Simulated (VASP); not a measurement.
# Ag2GeCSe4 (I222) in VASP: further runs, part 3 of 3

VASP 6.6.1.

**4. Single point, revPBE**

This run uses another cell than the first one, of 26.30 Å³/atom, 1.168 times its volume.

File INCAR:

```
PREC = Accurate
ENCUT = 520
EDIFF = 1E-6
ISMEAR = -1
SIGMA = 0.1
LREAL = F
LASPH = T
NELM = 100
ALGO = Normal
ISIF = 2
LWAVE = F
LCHARG = T
GGA = RE
LELF = T
LVHAR = T
NBANDS = 42
```

File KPOINTS:

```
regular mesh
0
Gamma
  4 4 4
```

File POSCAR:

```
Ag2GeCSe4
1.0
   -3.3177521181      4.8064246623      3.2983540287
    3.3177521181     -4.8064246623      3.2983540287
    3.3177521181      4.8064246623     -3.2983540287
Ge C Ag Se
1 1 2 4
Direct
    0.5000000000      0.5000000000      0.0000000000
    0.0000000000      0.0000000000      0.0000000000
    0.7739751969      0.2739751969      0.5000000000
    0.2260248031      0.7260248031      0.5000000000
    0.9588525033      0.9971985131      0.2986201783
    0.6985783348      0.6602323250      0.7013798217
    0.0411474967      0.3397676750      0.0383460099
    0.3014216652      0.0028014869      0.9616539901
```

Potentials or basis: VASP PAW PBE potentials, release 64 (Ge_d, C, Ag, Se).

On the command line:

```
cat potpaw_PBE.64/Ge_d/POTCAR potpaw_PBE.64/C/POTCAR potpaw_PBE.64/Ag/POTCAR potpaw_PBE.64/Se/POTCAR > POTCAR
mpirun -np 1 vasp_std > vasp.out
```

OUTCAR:

```text
PREC = Accurate
   ENCUT = 520
   EDIFF = 1E-6
   ISMEAR = -1
   LREAL = F
   LASPH = T
   NELM = 100
   ISIF = 2
   GGA = RE

 ion  position               nearest neighbor table
   1  0.500  0.500  0.000-   8 2.74   6 2.74   5 2.74   7 2.74
   2  0.000  0.000  0.000-   7 2.02   5 2.02   6 2.02   8 2.02
   3  0.774  0.274  0.500-   5 2.56   6 2.56   4 2.98
   4  0.226  0.726  0.500-   8 2.56   7 2.56   3 2.98
   5  0.959  0.997  0.299-   2 2.02   3 2.56   1 2.74
   6  0.699  0.660  0.701-   2 2.02   3 2.56   1 2.74
   7  0.041  0.340  0.038-   2 2.02   4 2.56   1 2.74
   8  0.301  0.003  0.962-   2 2.02   4 2.56   1 2.74

  LATTYP: Found a body centered orthorhombic cell.
 ALAT       =     6.5967080574
 B/A-ratio  =     1.0058811423
 C/A-ratio  =     1.4572191525

  Lattice vectors:

 A1 = (   3.3177521181,   4.8064246623,  -3.2983540287)
 A2 = (  -3.3177521181,   4.8064246623,   3.2983540287)
 A3 = (   3.3177521181,  -4.8064246623,   3.2983540287)

Analysis of symmetry for initial positions (statically):
=====================================================================
 Subroutine PRICEL returns:
 Original cell was already a primitive cell.

 Routine SETGRP: Setting up the symmetry group for a
 body centered orthorhombic supercell.

 Subroutine GETGRP returns: Found  4 space group operations
 (whereof  4 operations were pure point group operations)
 out of a pool of  8 trial point group operations.

The static configuration has the point symmetry D_2 .

Analysis of symmetry for dynamics (positions and initial velocities):
=====================================================================
 Subroutine PRICEL returns:
 Original cell was already a primitive cell.

 Routine SETGRP: Setting up the symmetry group for a
 body centered orthorhombic supercell.

 Subroutine GETGRP returns: Found  4 space group operations
 (whereof  4 operations were pure point group operations)
 out of a pool of  8 trial point group operations.

The dynamic configuration has the point symmetry D_2 .

 Subroutine INISYM returns: Found  4 space group operations
 (whereof  4 operations are pure point group operations),
 and found     1 'primitive' translations

----------------------------------------------------------------------------------------

                                     Primitive cell

  volume of cell :     210.3891

  direct lattice vectors                    reciprocal lattice vectors
    -3.317752118  4.806424662  3.298354029     0.000000000  0.104027429  0.151590762
     3.317752118 -4.806424662  3.298354029     0.150704448  0.000000000  0.151590762
     3.317752118  4.806424662 -3.298354029     0.150704448  0.104027429  0.000000000

  length of vectors
     6.707334526  6.707334526  6.707334526     0.183851747  0.213755911  0.183121644

  position of ions in fractional coordinates (direct lattice)
     0.500000000  0.500000000  0.000000000
     0.000000000  0.000000000  0.000000000
     0.773975197  0.273975197  0.500000000
     0.226024803  0.726024803  0.500000000
     0.958852503  0.997198513  0.298620178
[... 40 lines left out ...]

 Following reciprocal coordinates:
            Coordinates               Weight
  0.000000  0.000000  0.000000      1.000000
  0.250000 -0.000000  0.000000      4.000000
  0.500000 -0.000000  0.000000      2.000000
 -0.000000  0.250000  0.000000      4.000000
  0.250000  0.250000  0.000000      8.000000
  0.500000  0.250000  0.000000      8.000000
[... 10 lines left out ...]
 -0.250000 -0.250000  0.250000      2.000000
  0.500000  0.500000  0.500000      1.000000
   k-points           NKPTS =     18   k-points in BZ     NKDIM =     18   number of bands    NBANDS=     42
   number of dos      NEDOS =    301   number of ions     NIONS =      8
   total plane-waves  NPLWV = 125000
   dimension x,y,z NGX =    50 NGY =   50 NGZ =   50
   dimension x,y,z NGXF=   100 NGYF=  100 NGZF=  100
   ions per type =               1   1   2   4
   NGX,Y,Z   is equivalent  to a cutoff of  12.39, 12.39, 12.39 a.u.
   NGXF,Y,Z  is equivalent  to a cutoff of  24.79, 24.79, 24.79 a.u.
 SYSTEM =  unknown system
   PREC   = accura    normal or accurate (medium, high low for compatibility)
   ISTART =      0    job   : 0-new  1-cont  2-samecut
   ICHARG =      2    charge: 1-file 2-atom 10-const
   ISPIN  =      1    spin polarized calculation?
   LNONCOLLINEAR =      F non collinear calculations
   LSORBIT =      F    spin-orbit coupling
   LASPH  =      T    aspherical Exc in radial PAW
   ENCUT  =  520.0 eV  38.22 Ry    6.18 a.u.  12.47 12.47 12.47*2*pi/ulx,y,z
   NELM   =    100;   NELMIN=  2; NELMDL= -5     # of ELM steps
   EDIFF  = 0.1E-05   stopping-criterion for ELM
   LREAL  =      F    real-space projection
   EDIFFG = 0.1E-04   stopping-criterion for IOM
   NSW    =      0    number of steps for IOM
   IBRION =     -1    ionic relax: 0-MD 1-quasi-New 2-CG
   NFREE  =      0    steps in history (QN), initial steepest desc. (CG)
   ISIF   =      2    stress and relaxation
   ISYM   =      2    0-nonsym 1-usesym 2-fastsym
   POTIM  = 0.5000    time-step for ionic-motion
   TEBEG  =    0.0;   TEEND  =   0.0 temperature during run
   PSTRESS=    0.0 pullay stress
   NELECT =      64.0000    total number of electrons
   NUPDOWN=      -1.0000    fix difference up-down
   EMIN   =  10.00;   EMAX   =-10.00  energy-range for DOS
   EFERMI =   0.00;   METHOD = LEGACY
   ISMEAR =    -1;   SIGMA  =   0.10  broadening in eV -4-tet -1-fermi 0-gaus
   EFERMI_NEDOS =   21; number of points for ismear=-14 and -15
   IALGO  =     38    algorithm
   IMIX   =      4    mixing-type and parameters
     AMIX     =   0.40;   BMIX     =  1.00
     AMIX_MAG =   1.60;   BMIX_MAG =  1.00
  volume/ion in A,a.u.               =      26.30       177.47
  Fermi-wavevector in a.u.,A,eV,Ry     =   1.101016  2.080619 16.493481  1.212237
  Thomas-Fermi vector in A             =   2.237437
   LORBIT       =      0    0 simple, 1 ext, 2 COOP (PROOUT), +10 PAW based schemes
   GGA     = RE    functional components
   LHFCALC =     F    Hartree Fock is set to
   AEXX    =    0.0000 exact exchange contribution
   IVDW    =     0    specifies the selected vdW correction
   LEPSILON=     F    determine dielectric tensor
   LRPA    =     F    only Hartree local field effects (RPA)
 non-spin polarized calculation
  energy-cutoff  :      520.00
  volume of cell :      210.39
 maximum number of plane-waves:      5701
 NGX is ok and might be reduce to    50
   NGX = 25   NGY = 25   NGZ = 25

 number of electron      64.0000018 magnetization

 Free energy of the ion-electron system (eV)
  ---------------------------------------------------
  ext. energy  EPLUGINS =         0.00000000
  ---------------------------------------------------
  free energy    TOTEN  =       -28.71850396 eV

  energy without entropy =      -28.71643296  energy(sigma->0) =      -28.71746846

 E-fermi :   3.3086     XC(G=0):  -8.6392

 val. band max:        2.7504319346   @ k =  -0.0000   0.2500   0.0000
 cond. band min:       3.7495579597   @ k =   0.0000   0.0000   0.0000
 fundamental gap:      0.9991260251
 Fermi energy:         3.3086210426

 k-point     1 :       0.0000    0.0000    0.0000
  band No.  band energies     occupation
      1     -21.8852      2.00000
      2     -21.8850      2.00000
      3     -21.8736      2.00000
      4     -21.8612      2.00000
      5     -21.8608      2.00000
      6     -12.8903      2.00000
[... 799 lines left out ...]
     41       7.4119      0.00000
     42       8.4444      0.00000

------------------------ aborting loop because EDIFF is reached ----------------------------------------

  FORCE on cell =-STRESS in cart. coord.  units (eV):
  Direction    XX          YY          ZZ          XY          YZ          ZX
  --------------------------------------------------------------------------------------
  -------------------------------------------------------------------------------------
  Total        0.0724467      0.1357699      0.0763345      0.0000000      0.0000000      0.0000000
  in kB        0.5517039      1.0339293      0.5813103      0.0000000      0.0000000      0.0000000
  external PRESSURE =       0.7223145 kB  Pullay stress =       0.0000000 kB

 VOLUME and BASIS-vectors are now :
 -----------------------------------------------------------------------------
  energy-cutoff  :      520.00
  volume of cell :      210.39
      direct lattice vectors                 reciprocal lattice vectors
    -3.317752118  4.806424662  3.298354029     0.000000000  0.104027429  0.151590762
     3.317752118 -4.806424662  3.298354029     0.150704448  0.000000000  0.151590762
     3.317752118  4.806424662 -3.298354029     0.150704448  0.104027429  0.000000000

 POSITION                                       TOTAL-FORCE (eV/Angst)
 -----------------------------------------------------------------------------------
      0.00000      0.00000      3.29835         0.000000      0.000000     -0.000000
      0.00000      0.00000      0.00000        -0.000000      0.000000     -0.000000
      0.00000      4.80642      1.80733         0.000000      0.000000      0.001967
      3.31775      0.00000      1.49102        -0.000000      0.000000     -0.001967
      1.11797      1.25099      5.46679         0.012092      0.020917     -0.010125
      2.19978      3.55544      2.16844        -0.012092     -0.020917     -0.010125
      1.11797     -1.25099      1.12991         0.012092     -0.020917      0.010125
      2.19978      6.05741     -2.16844        -0.012092      0.020917      0.010125
 -----------------------------------------------------------------------------------
    total drift:                                0.000002      0.000002      0.000003

  FREE ENERGIE OF THE ION-ELECTRON SYSTEM (eV)
  ---------------------------------------------------
  free  energy   TOTEN  =       -28.7185039586 eV

  energy  without entropy=      -28.7164329587  energy(sigma->0) =      -28.71746846
```

Wall time 3.7 min (1 thread of Intel Xeon 6975P-C, shared host); peak memory 0.45 GiB.

Results:

```
Free energy            : -28.7185 eV
Pressure               : 0.1 GPa
Largest force          : 0.026 eV/Å
Band gap on the k mesh : 1.00 eV, indirect (least direct gap 1.12 eV)
```

Forces on the atoms (eV/Å):
```
Ge   0.000  0.000  0.000
C    0.000  0.000  0.000
Ag   0.000  0.000  0.002
Ag   0.000  0.000 -0.002
Se   0.012  0.021 -0.010
Se  -0.012 -0.021 -0.010
Se   0.012 -0.021  0.010
Se  -0.012  0.021  0.010
```

Caveat: the PAW data sets were made with another functional, which shifts forces and pressure a little. A k mesh can miss the band edges.

**5. Single point, PBE+U**

This run uses another cell than the first one, of 22.41 Å³/atom, 0.995 times its volume.

File INCAR:

```
SYSTEM = Ag2GeCSe4
ALGO = Normal
EDIFF = 1E-6
ENCUT = 520
GGA = PE
ISIF = 2
ISMEAR = -1
LASPH = .True.
LCHARG = .False.
LDAU = .True.
LDAUJ = 0 0 0 0
LDAUL = -1 -1 2 -1
LDAUPRINT = 1
LDAUTYPE = 2
LDAUU = 0 0 3 0
LMAXMIX = 4
LREAL = .False.
LWAVE = .False.
NBANDS = 42
NELM = 150
PREC = Accurate
SIGMA = 0.1
```

File KPOINTS:

```
k-points
0
Gamma
  4 4 4
  0 0 0
```

File POSCAR:

```
Ag2GeCSe4
1.0
   -3.4550591119      3.9096054574      3.3186796467
    3.4550591119     -3.9096054574      3.3186796467
    3.4550591119      3.9096054574     -3.3186796467
Ge C Ag Se
1 1 2 4
Direct
    0.5000000000      0.5000000000      0.0000000000
    0.0000000000      0.0000000000      0.0000000000
    0.7694194657      0.2694194657      0.5000000000
    0.2305805343      0.7305805343      0.5000000000
    0.9837349341      0.9952705827      0.3195856494
    0.6756849333      0.6641492847      0.6804143506
    0.0162650659      0.3358507153      0.0115356486
    0.3243150667      0.0047294173      0.9884643514
```

On the command line:

```
cat potpaw_PBE.64/Ge_d/POTCAR potpaw_PBE.64/C/POTCAR potpaw_PBE.64/Ag/POTCAR potpaw_PBE.64/Se/POTCAR > POTCAR
mpirun -np 1 vasp_std > vasp.out
```

Run time: 2.6 min. Hardware: 1 thread of Intel Xeon 6975P-C, shared host; peak memory 0.41 GiB.

It converged, with:

- Free energy: -29.3946 eV
- Pressure: -0.2 GPa
- Largest force: 0.077 eV/Å
- Band gap on the k mesh: 0.43 eV, indirect (least direct gap 1.04 eV)

Forces on the atoms (eV/Å):
```
Ge   0.000  0.000  0.000
C    0.000  0.000  0.000
Ag   0.000  0.000  0.025
Ag   0.000  0.000 -0.025
Se   0.068  0.015 -0.032
Se  -0.068 -0.015 -0.032
Se   0.068 -0.015  0.032
Se  -0.068  0.015  0.032
```

Stress tensor (GPa, compression positive):
```
-0.45  0.00  0.00
 0.00 -0.28  0.00
 0.00  0.00  0.05
```

Levels at points of the mesh, in eV from the valence-band top:
| k point | band 29 | band 30 | band 31 | band 32 | band 33 | band 34 | band 35 | band 36 |
| --- | --- | --- | --- | --- | --- | --- | --- | --- |
| (0.00, 0.00, 0.00) | -2.09 | -2.07 | -1.80 | -1.13 | 0.43 | 2.30 | 2.47 | 2.54 |
| (0.50, 0.00, 0.00) | -2.39 | -1.84 | -1.16 | -0.70 | 0.72 | 1.37 | 1.63 | 2.10 |
| (0.00, 0.50, 0.00) | -2.23 | -1.70 | -1.34 | -0.66 | 0.59 | 1.23 | 1.60 | 2.01 |
| (0.50, 0.50, 0.00) | -1.92 | -1.69 | -1.33 | -1.00 | 0.88 | 1.18 | 2.18 | 2.41 |
| (0.50, 0.50, 0.50) | -1.72 | -1.65 | -1.57 | 0.00 | 1.04 | 1.15 | 1.28 | 1.43 |

Eigenvalues of the final occupation matrices:
```
    site  spin  trace               eigenvalues
site 3 d     1   4.71  0.93 0.94 0.94 0.95 0.95
site 3 d     2   4.71  0.93 0.94 0.94 0.95 0.95
site 4 d     1   4.71  0.93 0.94 0.94 0.95 0.95
site 4 d     2   4.71  0.93 0.94 0.94 0.95 0.95
```

**6. Overview**

| level | U | cell | gap on the mesh (eV) | pressure (GPa) | largest force (eV/Å) |
| --- | --- | --- | --- | --- | --- |
| PBE | - | a = 6.215 Å, angles 114.2, 98.9, 115.8°, 8 atoms | 0.33 | 0.1 | 0.03 |
| revPBE | - | a = 6.707 Å, angles 120.7, 88.5, 121.1°, 8 atoms | 1.00 | 0.1 | 0.03 |
| PBE+U | Ag d U = 3.0 eV | a = 6.184 Å, angles 112.1, 101.6, 115.1°, 8 atoms | 0.43 | -0.2 | 0.08 |

Alike in all rows: task single point; potentials or basis VASP PAW PBE potentials, release 64 (Ge_d, C, Ag, Se); no spin polarisation; k mesh 4 × 4 × 4; cutoff (eV) 520; smearing fermi-dirac 0.1 eV.

Caveats: the PAW data sets were made with another functional, which shifts forces and pressure a little (some runs).

Absolute energies hang on the potentials; compare differences alone.
